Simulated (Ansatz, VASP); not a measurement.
**SnO in VASP and in Ansatz**

```
Sn O
1.0
     3.95112    0.00000    0.00000
     0.00000    3.95112    0.00000
     0.00000    0.00000    4.93283
Sn O
2 2
Direct
  0.00000 0.50000 0.24253
  0.50000 0.00000 0.75747
  0.00000 0.00000 0.00000
  0.50000 0.50000 0.00000
```

Alike in both runs: task single point; functional PBEsol; k mesh 12 × 12 × 10; occupations gaussian, width 0.15 eV; no spin polarisation.

```csv
,VASP,Ansatz
version,VASP 6.6.1,Ansatz 0.2.0
potentials or method,"VASP PAW PBE potentials, release 64 (Sn_d, O), cutoff 520 eV","scalar-relativistic, plane waves, PAW"
valence electrons in the cell,40,40
```

|  | VASP | Ansatz | Ansatz less VASP |
| --- | --- | --- | --- |
| gap on the k mesh at the Fermi level (eV) | 0.29 | 0.28 | -0.005 |
| least direct gap on the mesh (eV) | 1.94 | 1.95 | +0.009 |
| pressure (GPa) | -8.5 | -8.6 | -0.16 |
| traceless stress, the component that is largest in VASP (GPa) | 1.21 | 1.21 | -0.009 |
| rms of the force components (eV/Å) | 0.508 | 0.536 | +0.0274 |

VASP's potentials were made for PBE, not for PBEsol. Atom by atom the forces differ by 0.027 eV/Å (rms over components).
